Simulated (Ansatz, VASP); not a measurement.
# BaS in VASP and in Ansatz

```
CELL_PARAMETERS angstrom
0.00000 3.19375 3.19375
3.19375 0.00000 3.19375
3.19375 3.19375 0.00000
ATOMIC_POSITIONS crystal
Ba 0.00000 0.00000 0.00000
S 0.50000 0.50000 0.50000
```

Alike in both runs: functional r2SCAN; k mesh 7 × 7 × 7; occupations fermi-dirac, width 0.05 eV; no spin polarisation.

|  | VASP | Ansatz |
| --- | --- | --- |
| version | VASP 6.6.1 | Ansatz 0.2.0 |
| potentials or method | VASP PAW PBE potentials, release 64 (Ba_sv, S) | Ansatz PAW |
| plane-wave cutoff (eV) | 520 | 500 |
| valence electrons in the cell | 16 | 16 |
| task | single point | band structure |

|  | VASP | Ansatz | Ansatz less VASP |
| --- | --- | --- | --- |
| gap on the k mesh at the Fermi level (eV) | 2.53 | 2.61 | +0.088 |
| least direct gap on the mesh (eV) | 2.67 | 2.73 | +0.058 |
| pressure (GPa) | 1.4 | 0.8 | -0.60 |

VASP's potentials were made for PBE, not for r2SCAN.

Spin-orbit coupling is off throughout. Noted on Ansatz's run: the k mesh misses the band edges, so the gap on the mesh is wider than the one along the path.
